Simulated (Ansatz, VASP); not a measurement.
One calculation of SnO2, two programs

INCAR

```
ALGO = Normal
EDIFF = 1E-6
ENCUT = 520
GGA = PE
ISIF = 2
ISMEAR = -1
LASPH = True
LCHARG = True
LELF = True
LREAL = False
LVHAR = True
LWAVE = False
NBANDS = 35
NELM = 100
PREC = Accurate
SIGMA = 0.05
```

File KPOINTS:

```
k-points
0
Gamma
  8 8 11
```

The input POSCAR:

```
SnO2
1.0
    4.4069534788      0.0000000000      0.0000000000
    0.0000000000      4.4069534788      0.0000000000
    0.0000000000      0.0000000000      3.1080414003
Sn O
2 4
Direct
    0.0000000000      0.0000000000      0.0000000000
    0.5000000000      0.5000000000      0.5000000000
    0.3057592412      0.3057592412      0.0000000000
    0.6942407588      0.6942407588      0.0000000000
    0.8057592412      0.1942407588      0.5000000000
    0.1942407588      0.8057592412      0.5000000000
```

Input for Ansatz:

```yaml
crystal:
  lattice:
    - [4.4069534788, 0.0, 0.0]
    - [0.0, 4.4069534788, 0.0]
    - [0.0, 0.0, 3.1080414003]
  atoms:
    - { symbol: Sn, position: [0.0, 0.0, 0.0] }
    - { symbol: Sn, position: [0.5, 0.5, 0.5] }
    - { symbol: O, position: [0.3057592412, 0.3057592412, 0.0] }
    - { symbol: O, position: [0.6942407588, 0.6942407588, 0.0] }
    - { symbol: O, position: [0.8057592412, 0.1942407588, 0.5] }
    - { symbol: O, position: [0.1942407588, 0.8057592412, 0.5] }
kpoints:
  mp_grid: { grid: [8, 8, 11] }
scf:
  occupations: { method: fermi_dirac, width: 0.05 }
hamiltonian:
  xc: pbe
  pseudopotentials: { kind: all_electron, lapw: { basis_error: 0.001 } }
output:
  forces: true
  stress: true
  eigenvalues: true
  populations: true
```

Change from the starting cell: volume scaled by 0.8, LAPW.

Alike in both runs: task single point; functional PBE; k mesh 8 × 8 × 11; occupations fermi-dirac, width 0.05 eV; no spin polarisation.

|  | VASP | Ansatz |
| --- | --- | --- |
| version | VASP 6.6.1 | Ansatz 0.2.0 |
| potentials or method | VASP PAW PBE potentials, release 64 (Sn_d, O), cutoff 520 eV | all-electron LAPW, scalar-relativistic |

Ansatz gave:

| Property | Result |
| --- | --- |
| gap on the k mesh at the Fermi level (eV) | 3.32 |
| pressure (GPa) | 65.5 |
| traceless stress, the component that is largest in VASP (GPa) | 0.01 |
| rms of the force components (eV/Å) | 0.000 |

What did VASP give for the same quantities?

gap on the k mesh at the Fermi level (eV): 3.31; pressure (GPa): 66.8; traceless stress, the component that is largest in VASP (GPa): 0.39; rms of the force components (eV/Å): 0.013.

Atom by atom the forces differ by 0.012 eV/Å (rms over components). Both programs put the cell under a high pressure, so it lies far from rest at this level. Ansatz ran all-electron here, and VASP with PAW potentials.

Noted on VASP's run: the cell as given lies far from equilibrium.
